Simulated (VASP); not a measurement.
# Br (Fm-3m) in VASP: relaxation of cell and atoms with PBE

Aim: the relaxation of cell and atoms of Br with PBE.

Program: VASP 6.6.1. These are calculated values, not measurements. Logs are shortened: lines on timing, memory, paths and dates and some standing lists are left out, and cuts for length are marked.

## Step 1: The cell of the first run

The structure is cubic, space group Fm-3m (No. 225). The conventional cell has a = 4.724 Å, b = 4.724 Å, c = 4.724 Å, α = 90.00°, β = 90.00°, γ = 90.00°. Br (site symmetry m-3m) has 12 Br at 3.34 Å within 4.4 Å.

## Step 2: Relaxation of cell and atoms, PBE

INCAR

```
SYSTEM = Br
PREC = Accurate
ENCUT = 600
EDIFF = 1E-6
ISMEAR = -1
SIGMA = 0.02
LREAL = .False.
LASPH = .True.
NELM = 60
ALGO = Normal
ISIF = 3
LWAVE = .False.
LCHARG = .False.
GGA = PE
IBRION = 2
NSW = 60
EDIFFG = -0.03
```

KPOINTS

```
regular mesh
0
Gamma
  8 8 8
  0 0 0
```

POSCAR

```
Br
1.0
    0.0000000000      2.3618855945      2.3618855945
    2.3618855945      0.0000000000      2.3618855945
    2.3618855945      2.3618855945      0.0000000000
Br
1
Direct
    0.0000000000      0.0000000000      0.0000000000
```

Potentials or basis: VASP PAW PBE potentials, release 64 (Br).

Run with:

```bash
$ cat potpaw_PBE.64/Br/POTCAR > POTCAR
$ mpirun -np 1 vasp_std > vasp.out
```

OUTCAR:

```text
SYSTEM = Br
   PREC = Accurate
   ENCUT = 600
   EDIFF = 1E-6
   ISMEAR = -1
   LREAL = .False.
   LASPH = .True.
   NELM = 60
   ISIF = 3
   GGA = PE
   IBRION = 2
   NSW = 60
   EDIFFG = -0.03

 ion  position               nearest neighbor table
   1  0.000  0.000  0.000-

  LATTYP: Found a face centered cubic cell.
 ALAT       =     4.7237711890

  Lattice vectors:

 A1 = (   0.0000000000,   2.3618855945,   2.3618855945)
 A2 = (   2.3618855945,   0.0000000000,   2.3618855945)
 A3 = (   2.3618855945,   2.3618855945,   0.0000000000)

Analysis of symmetry for initial positions (statically):
=====================================================================
 Subroutine PRICEL returns:
 Original cell was already a primitive cell.

 Routine SETGRP: Setting up the symmetry group for a
 face centered cubic supercell.

 Subroutine GETGRP returns: Found 48 space group operations
 (whereof 48 operations were pure point group operations)
 out of a pool of 48 trial point group operations.

The static configuration has the point symmetry O_h .

Analysis of symmetry for dynamics (positions and initial velocities):
=====================================================================
 Subroutine PRICEL returns:
 Original cell was already a primitive cell.

 Routine SETGRP: Setting up the symmetry group for a
 face centered cubic supercell.

 Subroutine GETGRP returns: Found 48 space group operations
 (whereof 48 operations were pure point group operations)
 out of a pool of 48 trial point group operations.

The dynamic configuration has the point symmetry O_h .

 Subroutine INISYM returns: Found 48 space group operations
 (whereof 48 operations are pure point group operations),
 and found     1 'primitive' translations

----------------------------------------------------------------------------------------

                                     Primitive cell

  volume of cell :      26.3516

  direct lattice vectors                    reciprocal lattice vectors
     0.000000000  2.361885594  2.361885594    -0.211695266  0.211695266  0.211695266
     2.361885594  0.000000000  2.361885594     0.211695266 -0.211695266  0.211695266
     2.361885594  2.361885594  0.000000000     0.211695266  0.211695266 -0.211695266

  length of vectors
     3.340210641  3.340210641  3.340210641     0.366666957  0.366666957  0.366666957

  position of ions in fractional coordinates (direct lattice)
     0.000000000  0.000000000  0.000000000

  ion indices of the primitive-cell ions
   primitive index   ion index
                 1           1

----------------------------------------------------------------------------------------

 KPOINTS: regular mesh

Automatic generation of k-mesh.
 Grid dimensions read from file:
 generate k-points for:    8    8    8

 Generating k-lattice:

  Cartesian coordinates                     Fractional coordinates (reciprocal lattice)
    -0.026461908  0.026461908  0.026461908     0.125000000  0.000000000  0.000000000
     0.026461908 -0.026461908  0.026461908     0.000000000  0.125000000  0.000000000
     0.026461908  0.026461908 -0.026461908     0.000000000  0.000000000  0.125000000

  Length of vectors
     0.045833370  0.045833370  0.045833370

  Shift w.r.t. Gamma in fractional coordinates (k-lattice)
     0.000000000  0.000000000  0.000000000

 Subroutine IBZKPT returns following result:
 ===========================================

 Found     29 irreducible k-points:

 Following reciprocal coordinates:
            Coordinates               Weight
  0.000000  0.000000  0.000000      1.000000
  0.125000  0.000000  0.000000      8.000000
  0.250000  0.000000  0.000000      8.000000
  0.375000  0.000000  0.000000      8.000000
  0.500000  0.000000  0.000000      4.000000
  0.125000  0.125000  0.000000      6.000000
[... 16 lines left out ...]
  0.500000  0.250000  0.125000     48.000000
 -0.375000  0.250000  0.125000     24.000000
 [... further k-points ...]
   k-points           NKPTS =     29   k-points in BZ     NKDIM =     29   number of bands    NBANDS=      7
   number of dos      NEDOS =    301   number of ions     NIONS =      1
   total plane-waves  NPLWV =  21952
   dimension x,y,z NGX =    28 NGY =   28 NGZ =   28
   dimension x,y,z NGXF=    56 NGYF=   56 NGZF=   56
   ions per type =               1
   NGX,Y,Z   is equivalent  to a cutoff of  13.94, 13.94, 13.94 a.u.
   NGXF,Y,Z  is equivalent  to a cutoff of  27.87, 27.87, 27.87 a.u.
 SYSTEM =  Br
   PREC   = accura    normal or accurate (medium, high low for compatibility)
   ISTART =      0    job   : 0-new  1-cont  2-samecut
   ICHARG =      2    charge: 1-file 2-atom 10-const
   ISPIN  =      1    spin polarized calculation?
   LNONCOLLINEAR =      F non collinear calculations
   LSORBIT =      F    spin-orbit coupling
   LASPH  =      T    aspherical Exc in radial PAW
   ENCUT  =  600.0 eV  44.10 Ry    6.64 a.u.   6.67  6.67  6.67*2*pi/ulx,y,z
   NELM   =     60;   NELMIN=  2; NELMDL= -5     # of ELM steps
   EDIFF  = 0.1E-05   stopping-criterion for ELM
   LREAL  =      F    real-space projection
   EDIFFG = -.3E-01   stopping-criterion for IOM
   NSW    =     60    number of steps for IOM
   IBRION =      2    ionic relax: 0-MD 1-quasi-New 2-CG
   NFREE  =      1    steps in history (QN), initial steepest desc. (CG)
   ISIF   =      3    stress and relaxation
   ISYM   =      2    0-nonsym 1-usesym 2-fastsym
   POTIM  = 0.5000    time-step for ionic-motion
   TEBEG  =    0.0;   TEEND  =   0.0 temperature during run
   PSTRESS=    0.0 pullay stress
   NELECT =       7.0000    total number of electrons
   NUPDOWN=      -1.0000    fix difference up-down
   EMIN   =  10.00;   EMAX   =-10.00  energy-range for DOS
   EFERMI =   0.00;   METHOD = LEGACY
   ISMEAR =    -1;   SIGMA  =   0.02  broadening in eV -4-tet -1-fermi 0-gaus
   EFERMI_NEDOS =   21; number of points for ismear=-14 and -15
   IALGO  =     38    algorithm
   IMIX   =      4    mixing-type and parameters
     AMIX     =   0.40;   BMIX     =  1.00
     AMIX_MAG =   1.60;   BMIX_MAG =  1.00
  volume/ion in A,a.u.               =      26.35       177.83
  Fermi-wavevector in a.u.,A,eV,Ry     =   1.052379  1.988707 15.068461  1.107501
  Thomas-Fermi vector in A             =   2.187459
   LORBIT       =      0    0 simple, 1 ext, 2 COOP (PROOUT), +10 PAW based schemes
   GGA     = PE    functional components
   LHFCALC =     F    Hartree Fock is set to
   AEXX    =    0.0000 exact exchange contribution
   IVDW    =     0    specifies the selected vdW correction
   LEPSILON=     F    determine dielectric tensor
   LRPA    =     F    only Hartree local field effects (RPA)
 conjugate gradient relaxation of ions
 non-spin polarized calculation
  energy-cutoff  :      600.00
  volume of cell :       26.35
 maximum number of plane-waves:       894
   NGX = 13   NGY = 13   NGZ = 13

 number of electron       7.0000000 magnetization

 Free energy of the ion-electron system (eV)
  ---------------------------------------------------
  ext. energy  EPLUGINS =         0.00000000
  ---------------------------------------------------
  free energy    TOTEN  =        -0.97751331 eV

  energy without entropy =       -0.97486441  energy(sigma->0) =       -0.97618886

 E-fermi :   1.5273     XC(G=0):  -9.3152

 val. band max:        1.4305122236   @ k =   0.3750   0.1250   0.0000
 cond. band min:       1.5325354638   @ k =   0.3750   0.1250   0.0000
 fundamental gap:      0.1020232402
 Fermi energy:         1.5273064792

 k-point     1 :       0.0000    0.0000    0.0000
  band No.  band energies     occupation
      1     -13.7333      2.00000
      2       2.4029      0.00000
      3       2.4029      0.00000
      4       2.4029      0.00000
      5       9.5311      0.00000
      6      14.0839      0.00000
      7      14.0839      0.00000

 k-point     2 :       0.1250    0.0000    0.0000
  band No.  band energies     occupation
      1     -13.5682      2.00000
      2       1.3403      1.99983
      3       2.2973      0.00000
      4       2.2973      0.00000
      5      10.3755      0.00000
      6      13.4511      0.00000
      7      14.4047      0.00000

 k-point     3 :       0.2500    0.0000    0.0000
  band No.  band energies     occupation
      1     -13.1284      2.00000
      2      -0.6462      2.00000
      3       2.0616      0.00000
      4       2.0616      0.00000
      5      10.6511      0.00000
      6      14.3155      0.00000
      7      14.4039      0.00000

 k-point     4 :       0.3750    0.0000    0.0000
  band No.  band energies     occupation
      1     -12.6094      2.00000
      2      -2.3126      2.00000
      3       1.8486      0.00000
      4       1.8486      0.00000
      5      10.1216      0.00000
      6      13.7402      0.00000
      7      13.7402      0.00000

 k-point     5 :       0.5000    0.0000    0.0000
  band No.  band energies     occupation
      1     -12.3613      2.00000
      2      -2.9696      2.00000
      3       1.7660      0.00001
      4       1.7660      0.00001
      5       9.9027      0.00000
      6      13.4497      0.00000
      7      13.4497      0.00000
[... 161 lines left out ...]
 k-point    22 :       0.3750    0.2500    0.1250
  band No.  band energies     occupation
      1     -12.7779      2.00000
      2      -0.9633      2.00000
      3       0.7917      2.00000
      4       1.6780      0.00107
      5      11.8095      0.00000
      6      11.8865      0.00000
      7      13.5027      0.00000

 k-point    23 :       0.5000    0.2500    0.1250
  band No.  band energies     occupation
      1     -12.3349      2.00000
      2      -1.9404      2.00000
      3       0.1786      2.00000
      4       1.3420      1.99981
      5      11.4061      0.00000
      6      12.1678      0.00000
      7      14.0301      0.00000

 k-point    24 :      -0.3750    0.2500    0.1250
  band No.  band energies     occupation
      1     -12.1290      2.00000
      2      -2.3894      2.00000
      3       0.0147      2.00000
      4       1.1649      2.00000
      5      11.3471      0.00000
      6      11.8260      0.00000
      7      15.4527      0.00000

 [... further k-points ...]

------------------------ aborting loop because EDIFF is reached ----------------------------------------

  FORCE on cell =-STRESS in cart. coord.  units (eV):
  Direction    XX          YY          ZZ          XY          YZ          ZX
  --------------------------------------------------------------------------------------
  -------------------------------------------------------------------------------------
  Total       -0.0009662     -0.0009662     -0.0009662      0.0000000      0.0000000      0.0000000
  in kB       -0.0587442     -0.0587442     -0.0587442      0.0000000      0.0000000      0.0000000
  external PRESSURE =      -0.0587442 kB  Pullay stress =       0.0000000 kB

 VOLUME and BASIS-vectors are now :
 -----------------------------------------------------------------------------
  energy-cutoff  :      600.00
  volume of cell :       26.35
      direct lattice vectors                 reciprocal lattice vectors
     0.000000000  2.361885594  2.361885594    -0.211695266  0.211695266  0.211695266
     2.361885594  0.000000000  2.361885594     0.211695266 -0.211695266  0.211695266
     2.361885594  2.361885594  0.000000000     0.211695266  0.211695266 -0.211695266

 POSITION                                       TOTAL-FORCE (eV/Angst)
 -----------------------------------------------------------------------------------
      0.00000      0.00000      0.00000        -0.000000     -0.000000     -0.000000
 -----------------------------------------------------------------------------------
    total drift:                                0.000000      0.000000      0.000000

  FREE ENERGIE OF THE ION-ELECTRON SYSTEM (eV)
  ---------------------------------------------------
  free  energy   TOTEN  =        -0.9775133133 eV

  energy  without entropy=       -0.9748644082  energy(sigma->0) =       -0.97618886

 reached required accuracy - stopping structural energy minimisation
```

Wall time 14 s (1 thread of Intel Xeon 8259CL, shared host); peak memory 0.15 GiB.

Results:

- Free energy: -0.9775 eV
- Pressure after relaxing: 0.0 GPa
- Band gap on the k mesh: zero (an odd number of electrons rules out a gap without spin polarisation)

Final structure:
```yaml
crystal:
  lattice:
    - [0.00000, 2.36189, 2.36189]
    - [2.36189, 0.00000, 2.36189]
    - [2.36189, 2.36189, 0.00000]
  atoms:
    - { symbol: Br, position: [0.00000, 0.00000, 0.00000] }
```

Caveat: an odd number of electrons without spin polarisation forces a metal; a magnetic or distorted state may lie lower.

The gap in the log of VASP goes by the Fermi energy; the results here count the filled bands.